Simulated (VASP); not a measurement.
Write the native input for VASP 6.6.1 that does the following.

| Quantity | Value |
| --- | --- |
| Task | single point |
| Functional | PBE |
| Potentials or basis | VASP PAW PBE potentials, release 64 (As) |
| Cutoff | 520 eV |
| k mesh | 10 × 10 × 10 |
| Occupations | gaussian, width 0.029 eV |
| Spin | no spin polarisation |
| Dipole correction | no |
| Further INCAR settings | ALGO = Normal; EDIFF = 1e-06; NBANDS = 8 |

The structure of As lies in POSCAR:

```
As
1.0
    2.7036817444      0.0000000000      0.0000000000
    0.0000000000      2.7036817444      0.0000000000
    0.0000000000      0.0000000000      2.7036817444
As
1
Direct
    0.5000000000      0.5000000000      0.5000000000
```

These files were run (other wordings do the same):

INCAR

```
SYSTEM = As
ALGO = Normal
EDIFF = 1E-6
ENCUT = 520
GGA = PE
ISIF = 2
ISMEAR = 0
LASPH = .TRUE.
LCHARG = .TRUE.
LELF = .TRUE.
LREAL = .FALSE.
LVHAR = .TRUE.
LWAVE = .FALSE.
NBANDS = 8
NELM = 100
PREC = Accurate
SIGMA = 0.028999999999999998
```

KPOINTS

```
k-points
0
G
  10 10 10
  0 0 0
```

Potentials or basis: VASP PAW PBE potentials, release 64 (As).

The run is started by

```bash
$ cat potpaw_PBE.64/As/POTCAR > POTCAR
$ mpirun -np 1 vasp_std > vasp.out
```

It gave:

| Property | Result |
| --- | --- |
| Pressure | 2.4 GPa |

Run time: 7.7 s on 1 thread of Intel Xeon 8259CL, on a shared host, peak memory 0.12 GiB.
